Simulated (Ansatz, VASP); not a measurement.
**Al in VASP and in Ansatz**

```xyz
1
Lattice="-1.5947 1.5947 1.5947 1.5947 -1.5947 1.5947 1.5947 1.5947 -1.5947" Properties=species:S:1:pos:R:3 pbc="T T T"
Al    0.0000    0.0000    0.0000
```

Alike in both runs: functional LDA; k mesh 19 × 19 × 19; occupations fermi-dirac, width 0.15 eV; no spin polarisation.

Ansatz relaxed the structure, and its values are those at the end. VASP's run is a single point on that final structure, the one shown.

```csv
,VASP,Ansatz
version,VASP 6.6.1,Ansatz 0.2.0
potentials or method,"VASP PAW LDA potentials, release 64 (Al), cutoff 520 eV","plane waves, PAW"
valence electrons in the cell,3,3
```

```csv
,VASP,Ansatz,Ansatz less VASP
pressure (GPa),0.1,0.0,-0.07
```

LDA's correlation is that of Perdew and Zunger in VASP and of Perdew and Wang (1992) in Ansatz.
